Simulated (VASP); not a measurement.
# CO (P2_1) in VASP: a series of runs

Runs on CO. Level: PBEsol. Tasks: single point.

All numbers are computed with VASP 6.6.1; they aren't measurements. Logs are shortened: lines on timing, memory, paths and dates and some standing lists are left out, and cuts for length are marked.

## Step 1: The cell of the first run

The structure is monoclinic, space group P2_1 (No. 4). Conventional cell: a = 5.953 Å, b = 5.953 Å, c = 11.965 Å, α = 90.00°, β = 95.71°, γ = 90.00°. Within 1.5 Å of C (site symmetry 1) lie 1 O at 1.13 Å. C (site symmetry 1) has 1 O at 1.13 Å within 1.5 Å. C (site symmetry 1) has 1 O at 1.13 Å within 1.5 Å. Within 1.5 Å of C (site symmetry 1) lie 1 O at 1.13 Å. O (site symmetry 1) has 1 C at 1.13 Å within 1.5 Å. O (site symmetry 1) has 1 C at 1.13 Å within 1.5 Å. Within 1.5 Å of O (site symmetry 1) lie 1 C at 1.13 Å. O (site symmetry 1) has 1 C at 1.13 Å within 1.5 Å.

## Step 2: Single point, PBEsol (the part above a cut slid along it)

File INCAR:

```
ALGO     = Normal         # electronic algorithm
EDIFF    = 1E-6           # SCF threshold, eV
ENCUT    = 520            # plane-wave cutoff, eV
GGA      = PS             # functional
ISIF     = 2              # what is computed and relaxed
ISMEAR   = 0              # smearing method
LASPH    = True           # aspherical terms in the spheres
LCHARG   = False          # write CHGCAR
LREAL    = Auto         
LWAVE    = False          # write WAVECAR
NBANDS   = 54             # bands
NELM     = 80             # most SCF steps
PREC     = Accurate       # precision mode
SIGMA    = 0.05           # smearing width, eV
```

File KPOINTS:

```
k-points
0
Gamma
  4 4 2
```

File POSCAR:

```
CO
1.0
    0.0000000000     -5.9526445718      0.0000000000
    0.0000000000      0.0000000000     -5.9526445718
   11.9052891436     -1.1905289144      0.0000000000
C O
8 8
Direct
    0.0138864497      0.0353513179      0.1073243410
   -0.0861135503      0.0353513179      0.6073243410
    0.7861135503      0.5353513179      0.8926756590
    0.8861135503      0.5353513179      0.3926756590
    0.2931838139      0.9646486821      0.8573243410
    0.3931838139      0.9646486821      0.3573243410
    0.4068161861      0.4646486821      0.6426756590
    0.5068161861      0.4646486821      0.1426756590
    0.7930370485      0.9254882259      0.6622558870
    0.8930370485      0.9254882259      0.1622558870
   -0.0930370485      0.4254882259      0.8377441130
    0.0069629515      0.4254882259      0.3377441130
    0.3920605967      0.0745117741      0.9122558870
    0.4920605967      0.0745117741      0.4122558870
    0.4079394033      0.5745117741      0.0877441130
    0.3079394033      0.5745117741      0.5877441130
```

Potentials or basis: VASP PAW PBE potentials, release 64 (C, O).

Run with:

```bash
> cat potpaw_PBE.64/C/POTCAR potpaw_PBE.64/O/POTCAR > POTCAR
> mpirun -np 1 vasp_std > vasp.out
```

OUTCAR:

```text
EDIFF = 1E-6
   ENCUT = 520
   GGA = PS
   ISIF = 2
   ISMEAR = 0
   LASPH = True
   LREAL = Auto
   NELM = 80
   PREC = Accurate

 ion  position               nearest neighbor table
   1  0.014  0.035  0.107-  10 1.13
   2  0.914  0.035  0.607-   9 1.13
   3  0.786  0.535  0.893-  11 1.13
   4  0.886  0.535  0.393-  12 1.13
   5  0.293  0.965  0.857-  13 1.13
   6  0.393  0.965  0.357-  14 1.13
[... 8 lines left out ...]
  15  0.408  0.575  0.088-   8 1.13
  16  0.308  0.575  0.588-   7 1.13

  LATTYP: Found a simple monoclinic cell.
 ALAT       =     5.9526445718
 B/A-ratio  =     1.0000000000
 C/A-ratio  =     2.0099751242
 COS(beta)  =    -0.0995037190

  Lattice vectors:

 A1 = (   0.0000000000,  -5.9526445718,   0.0000000000)
 A2 = (   0.0000000000,   0.0000000000,   5.9526445718)
 A3 = ( -11.9052891436,   1.1905289144,   0.0000000000)

Analysis of symmetry for initial positions (statically):
=====================================================================
 Subroutine PRICEL returns:
 Original cell was already a primitive cell.

 Routine SETGRP: Setting up the symmetry group for a
 simple monoclinic supercell.

 Subroutine GETGRP returns: Found  2 space group operations
 (whereof  1 operations were pure point group operations)
 out of a pool of  4 trial point group operations.

The static configuration has the point symmetry C_1 .
 The point group associated with its full space group is C_2 .

Analysis of symmetry for dynamics (positions and initial velocities):
=====================================================================
 Subroutine PRICEL returns:
 Original cell was already a primitive cell.

 Routine SETGRP: Setting up the symmetry group for a
 simple monoclinic supercell.

 Subroutine GETGRP returns: Found  2 space group operations
 (whereof  1 operations were pure point group operations)
 out of a pool of  4 trial point group operations.

The dynamic configuration has the point symmetry C_1 .
 The point group associated with its full space group is C_2 .

 Subroutine INISYM returns: Found  2 space group operations
 (whereof  1 operations are pure point group operations),
 and found     1 'primitive' translations

----------------------------------------------------------------------------------------

                                     Primitive cell

  volume of cell :     421.8517

  direct lattice vectors                    reciprocal lattice vectors
     0.000000000 -5.952644572  0.000000000    -0.016799256 -0.167992560  0.000000000
     0.000000000  0.000000000 -5.952644572     0.000000000  0.000000000 -0.167992560
    11.905289144 -1.190528914  0.000000000     0.083996280  0.000000000  0.000000000

  length of vectors
     5.952644572  5.952644572 11.964667513     0.168830433  0.167992560  0.083996280

  position of ions in fractional coordinates (direct lattice)
     0.013886450  0.035351318  0.107324341
     0.913886450  0.035351318  0.607324341
     0.786113550  0.535351318  0.892675659
     0.886113550  0.535351318  0.392675659
     0.293183814  0.964648682  0.857324341
     0.393183814  0.964648682  0.357324341
[... 8 lines left out ...]
     0.407939403  0.574511774  0.087744113
     0.307939403  0.574511774  0.587744113

  ion indices of the primitive-cell ions
   primitive index   ion index
                 1           1
                 2           2
                 3           3
                 4           4
                 5           5
                 6           6
[... 8 lines left out ...]
                15          15
                16          16

----------------------------------------------------------------------------------------

 KPOINTS: k-points

Automatic generation of k-mesh.
 Grid dimensions read from file:
 generate k-points for:    4    4    2

 Generating k-lattice:

  Cartesian coordinates                     Fractional coordinates (reciprocal lattice)
    -0.004199814 -0.041998140  0.000000000     0.250000000  0.000000000  0.000000000
     0.000000000  0.000000000 -0.041998140     0.000000000  0.250000000  0.000000000
     0.041998140  0.000000000  0.000000000     0.000000000  0.000000000  0.500000000

  Length of vectors
     0.042207608  0.041998140  0.041998140

  Shift w.r.t. Gamma in fractional coordinates (k-lattice)
     0.000000000  0.000000000  0.000000000

 Subroutine IBZKPT returns following result:
 ===========================================

 Found     18 irreducible k-points:

 Following reciprocal coordinates:
            Coordinates               Weight
  0.000000  0.000000  0.000000      1.000000
  0.250000  0.000000  0.000000      2.000000
  0.500000  0.000000  0.000000      1.000000
  0.000000  0.250000  0.000000      2.000000
  0.250000  0.250000  0.000000      4.000000
  0.500000  0.250000  0.000000      2.000000
[... 10 lines left out ...]
  0.250000  0.500000  0.500000      2.000000
  0.500000  0.500000  0.500000      1.000000
   k-points           NKPTS =     18   k-points in BZ     NKDIM =     18   number of bands    NBANDS=     54
   number of dos      NEDOS =    301   number of ions     NIONS =     16
   total plane-waves  NPLWV = 207360
   dimension x,y,z NGX =    48 NGY =   48 NGZ =   90
   dimension x,y,z NGXF=    96 NGYF=   96 NGZF=  180
   ions per type =               8   8
   NGX,Y,Z   is equivalent  to a cutoff of  13.41, 13.41, 12.51 a.u.
   NGXF,Y,Z  is equivalent  to a cutoff of  26.81, 26.81, 25.01 a.u.
 SYSTEM =  unknown system
   PREC   = accura    normal or accurate (medium, high low for compatibility)
   ISTART =      0    job   : 0-new  1-cont  2-samecut
   ICHARG =      2    charge: 1-file 2-atom 10-const
   ISPIN  =      1    spin polarized calculation?
   LNONCOLLINEAR =      F non collinear calculations
   LSORBIT =      F    spin-orbit coupling
   LASPH  =      T    aspherical Exc in radial PAW
   ENCUT  =  520.0 eV  38.22 Ry    6.18 a.u.  11.07 11.07 22.25*2*pi/ulx,y,z
   NELM   =     80;   NELMIN=  2; NELMDL= -5     # of ELM steps
   EDIFF  = 0.1E-05   stopping-criterion for ELM
   LREAL  =      T    real-space projection
   EDIFFG = 0.1E-04   stopping-criterion for IOM
   NSW    =      0    number of steps for IOM
   IBRION =     -1    ionic relax: 0-MD 1-quasi-New 2-CG
   NFREE  =      0    steps in history (QN), initial steepest desc. (CG)
   ISIF   =      2    stress and relaxation
   ISYM   =      2    0-nonsym 1-usesym 2-fastsym
   POTIM  = 0.5000    time-step for ionic-motion
   TEBEG  =    0.0;   TEEND  =   0.0 temperature during run
   PSTRESS=    0.0 pullay stress
   NELECT =      80.0000    total number of electrons
   NUPDOWN=      -1.0000    fix difference up-down
   EMIN   =  10.00;   EMAX   =-10.00  energy-range for DOS
   EFERMI =   0.00;   METHOD = LEGACY
   ISMEAR =     0;   SIGMA  =   0.05  broadening in eV -4-tet -1-fermi 0-gaus
   EFERMI_NEDOS =   21; number of points for ismear=-14 and -15
   IALGO  =     38    algorithm
   IMIX   =      4    mixing-type and parameters
     AMIX     =   0.40;   BMIX     =  1.00
     AMIX_MAG =   1.60;   BMIX_MAG =  1.00
  volume/ion in A,a.u.               =      26.37       177.92
  Fermi-wavevector in a.u.,A,eV,Ry     =   0.940556  1.777394 12.036346  0.884646
  Thomas-Fermi vector in A             =   2.067980
   LORBIT       =      0    0 simple, 1 ext, 2 COOP (PROOUT), +10 PAW based schemes
   GGA     = PS    functional components
   LHFCALC =     F    Hartree Fock is set to
   AEXX    =    0.0000 exact exchange contribution
   IVDW    =     0    specifies the selected vdW correction
   LEPSILON=     F    determine dielectric tensor
   LRPA    =     F    only Hartree local field effects (RPA)
 non-spin polarized calculation
 Gauss-broadening in eV      SIGMA  =   0.05
  energy-cutoff  :      520.00
  volume of cell :      421.85
 maximum number of plane-waves:     11396
 NGX is ok and might be reduce to    48
   NGX = 23   NGY = 23   NGZ = 45

 number of electron      79.9999989 magnetization

 Free energy of the ion-electron system (eV)
  ---------------------------------------------------
  ext. energy  EPLUGINS =         0.00000000
  ---------------------------------------------------
  free energy    TOTEN  =      -121.40443970 eV

  energy without entropy =     -121.40443970  energy(sigma->0) =     -121.40443970

 E-fermi :  -5.4263     XC(G=0):  -5.8824

 val. band max:       -5.6564339040   @ k =   0.0000   0.0000   0.5000
 cond. band min:       0.3574505279   @ k =   0.0000   0.0000   0.5000
 fundamental gap:      6.0138844319
 Fermi energy:        -5.4262777915

 k-point     1 :       0.0000    0.0000    0.0000
  band No.  band energies     occupation
      1     -26.3643      2.00000
      2     -26.3600      2.00000
      3     -26.3393      2.00000
      4     -26.3267      2.00000
      5     -26.3187      2.00000
      6     -26.3170      2.00000
[... 44 lines left out ...]
     51       1.2127      0.00000
     52       1.2304      0.00000

 k-point     2 :       0.2500    0.0000    0.0000
  band No.  band energies     occupation
      1     -26.3630      2.00000
      2     -26.3599      2.00000
      3     -26.3372      2.00000
      4     -26.3261      2.00000
      5     -26.3221      2.00000
      6     -26.3171      2.00000
[... 44 lines left out ...]
     51       1.1590      0.00000
     52       1.2297      0.00000

 k-point     3 :       0.5000    0.0000    0.0000
  band No.  band energies     occupation
      1     -26.3616      2.00000
      2     -26.3598      2.00000
      3     -26.3333      2.00000
      4     -26.3281      2.00000
      5     -26.3240      2.00000
      6     -26.3178      2.00000
[... 44 lines left out ...]
     51       1.2496      0.00000
     52       1.2671      0.00000
[... 716 lines left out ...]
 k-point    17 :       0.2500    0.5000    0.5000
  band No.  band energies     occupation
      1     -26.3596      2.00000
      2     -26.3596      2.00000
      3     -26.3319      2.00000
      4     -26.3319      2.00000
      5     -26.3209      2.00000
      6     -26.3209      2.00000
[... 44 lines left out ...]
     51       1.2301      0.00000
     52       1.2460      0.00000

 k-point    18 :       0.5000    0.5000    0.5000
  band No.  band energies     occupation
      1     -26.3593      2.00000
      2     -26.3593      2.00000
      3     -26.3296      2.00000
      4     -26.3296      2.00000
      5     -26.3233      2.00000
      6     -26.3232      2.00000
[... 44 lines left out ...]
     51       1.2328      0.00000
     52       1.2433      0.00000
 [bands above 52 left out]

------------------------ aborting loop because EDIFF is reached ----------------------------------------

  FORCE on cell =-STRESS in cart. coord.  units (eV):
  Direction    XX          YY          ZZ          XY          YZ          ZX
  --------------------------------------------------------------------------------------
  -------------------------------------------------------------------------------------
  Total        3.3931308      3.1533462      2.8527419      0.5391568      0.0000000      0.0000000
  in kB       12.8869854     11.9762923     10.8346082      2.0476978      0.0000000      0.0000000
  external PRESSURE =      11.8992953 kB  Pullay stress =       0.0000000 kB

 VOLUME and BASIS-vectors are now :
 -----------------------------------------------------------------------------
  energy-cutoff  :      520.00
  volume of cell :      421.85
      direct lattice vectors                 reciprocal lattice vectors
     0.000000000 -5.952644572  0.000000000    -0.016799256 -0.167992560  0.000000000
     0.000000000  0.000000000 -5.952644572     0.000000000  0.000000000 -0.167992560
    11.905289144 -1.190528914  0.000000000     0.083996280  0.000000000  0.000000000

 POSITION                                       TOTAL-FORCE (eV/Angst)
 -----------------------------------------------------------------------------------
      1.27773     -0.21043     -0.21043        -0.497560     -0.509247     -0.632333
      7.23037     -6.16308     -0.21043        -0.602012     -0.599358     -0.601788
     10.62756     -5.74221     -3.18676         0.497560      0.509247     -0.632333
      4.67492     -5.74221     -3.18676         0.602012      0.599358     -0.601788
     10.20669     -2.76589     -5.74221        -0.570131      0.539369      0.565404
      4.25405     -2.76589     -5.74221        -0.594309      0.597938      0.601303
[... 8 lines left out ...]
      1.04462     -2.53278     -3.41986        -0.463089      0.638598     -0.561092
      6.99726     -2.53278     -3.41986        -0.596821      0.600274     -0.599360
 -----------------------------------------------------------------------------------
    total drift:                                0.000003     -0.000000      0.006711

  FREE ENERGIE OF THE ION-ELECTRON SYSTEM (eV)
  ---------------------------------------------------
  free  energy   TOTEN  =      -121.4044397003 eV

  energy  without entropy=     -121.4044397003  energy(sigma->0) =     -121.40443970
```

Run time: 14 min. Hardware: 1 thread of Intel Xeon 8259CL, shared host; peak memory 0.61 GiB.

Results:

```yaml
Free_energy: -121.4044 eV
Pressure: 1.2 GPa
Largest_force: 1.066 eV/Å
Band_gap_on_the_k_mesh: 6.01 eV
```

Forces on the atoms (eV/Å):
```
C   -0.498 -0.509 -0.632
C   -0.602 -0.599 -0.602
C    0.498  0.509 -0.632
C    0.602  0.599 -0.602
C   -0.570  0.539  0.565
C   -0.594  0.598  0.601
C    0.594 -0.598  0.601
C    0.570 -0.539  0.565
O    0.599  0.597  0.599
O    0.611  0.605  0.629
O   -0.611 -0.605  0.629
O   -0.599 -0.597  0.599
O    0.463 -0.639 -0.561
O    0.597 -0.600 -0.599
O   -0.463  0.639 -0.561
O   -0.597  0.600 -0.599
```

Caveat: the cell differs from its parent crystal (the part above a cut slid along it); this functional lacks dispersion, which holds the molecules together, so the pressure and a relaxed volume are unreliable; the PAW data sets were made with another functional, which shifts forces and pressure a little. A k mesh can miss the band edges.

(Continued in part 2 of 2.)
